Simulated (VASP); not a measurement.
## BeS: single point with PBE

The system is BeS.

```
CELL_PARAMETERS angstrom
0.00000 2.42500 2.42500
2.42500 0.00000 2.42500
2.42500 2.42500 0.00000
ATOMIC_POSITIONS crystal
Be 0.00000 0.00000 0.00000
S 0.25000 0.25000 0.25000
```

- Program: VASP 6.6.1
- Task: single point
- Functional: PBE
- Potentials or basis: VASP PAW PBE potentials, release 64 (Be, S)
- Cutoff: 520 eV
- k mesh: 6 × 6 × 6
- Occupations: gaussian, width 0.01 eV
- Spin: no spin polarisation
- Dipole correction: no
- Further INCAR settings: ALGO = Normal; EDIFF = 1e-07; NBANDS = 11

```
Pressure               : 1.6 GPa
Band gap on the k mesh : 3.11 eV, indirect (least direct gap 5.67 eV)
```

Levels at points of the mesh, in eV from the valence-band top:
```tsv
k point	band 1	band 2	band 3	band 4	band 5	band 6	band 7	band 8	band 9
(0.00, 0.00, 0.00)	-13.69	0.00	0.00	0.00	5.67	5.67	5.67	5.89	12.81
(0.50, 0.00, 0.00)	-12.08	-5.79	-1.03	-1.03	5.48	6.56	6.56	11.21	14.94
(0.50, 0.50, 0.00)	-11.54	-5.02	-2.64	-2.64	3.11	4.92	12.78	12.78	15.56
```

It took 9.8 s on 1 thread of AMD EPYC 7R43 64-Core Processor (Zen 3) (shared host), peak memory 0.11 GiB.

A k mesh can miss the band edges. PBE gaps usually lie below the measured ones, often by a third to a half.
